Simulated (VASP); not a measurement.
Crystal: CdS (Hawleyite).

```
Cd S
1.0
     0.00000    2.93582    2.93582
     2.93582    0.00000    2.93582
     2.93582    2.93582    0.00000
Cd S
1 1
Direct
  0.00000 0.00000 0.00000
  0.75000 0.75000 0.75000
```

Base run:

* Program: VASP 6.6.1
* Functional: PBEsol
* Potentials or basis: VASP PAW PBE potentials, release 64 (Cd, S)
* Cutoff: 520 eV
* k mesh: 8 × 8 × 8
* Occupations: fermi-dirac, width 0.05 eV
* Spin: no spin polarisation

Its results: band gap on the k mesh 0.97 eV, direct; pressure -1.1 GPa.

After a change of settings the same cell gave: band gap on the k mesh 1.29 eV, direct; pressure 4.1 GPa. Which change was it?
A. functional from PBEsol to LDA; potentials or basis from VASP PAW PBE potentials, release 64 (Cd, S) to VASP PAW LDA potentials, release 64 (Cd, S)
B. functional from PBEsol to BLYP; dispersion from none to D4
C. functional from PBEsol to r2SCAN
D. functional from PBEsol to RPBE

D.

RPBE binds less tightly than PBEsol, so the same cell stands under more pressure.

Caveats: the PAW data sets were made with another functional, which shifts forces and pressure a little.
